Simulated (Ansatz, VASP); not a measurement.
Two plane-wave programs on Al3P2

```
CELL_PARAMETERS angstrom
3.43033 0.00000 0.00000
0.00000 3.43033 0.00000
0.00000 0.00000 7.24647
ATOMIC_POSITIONS crystal
Al 0.50000 0.50000 0.00000
Al 0.00000 0.00000 0.21187
Al 0.00000 0.00000 0.78813
P 0.00000 0.50000 0.50000
P 0.50000 0.00000 0.50000
```

Alike in both runs: functional PBE; k mesh 12 × 12 × 6; occupations gaussian, width 0.1 eV; no spin polarisation.

Ansatz relaxed the structure, and its values are those at the end. VASP's run is a single point on that final structure, the one shown.

```csv
,VASP,Ansatz
version,VASP 6.6.1,Ansatz 0.2.0
potentials or method,"VASP PAW PBE potentials, release 64 (Al, P), cutoff 520 eV","scalar-relativistic, plane waves, PAW"
valence electrons in the cell,19,19
```

|  | VASP | Ansatz | Ansatz less VASP |
| --- | --- | --- | --- |
| gap on the k mesh at the Fermi level (eV) | none | none | - |
| pressure (GPa) | -0.1 | 0.0 | +0.10 |

A gap of «none» marks a metal or a gap that the smearing closes.
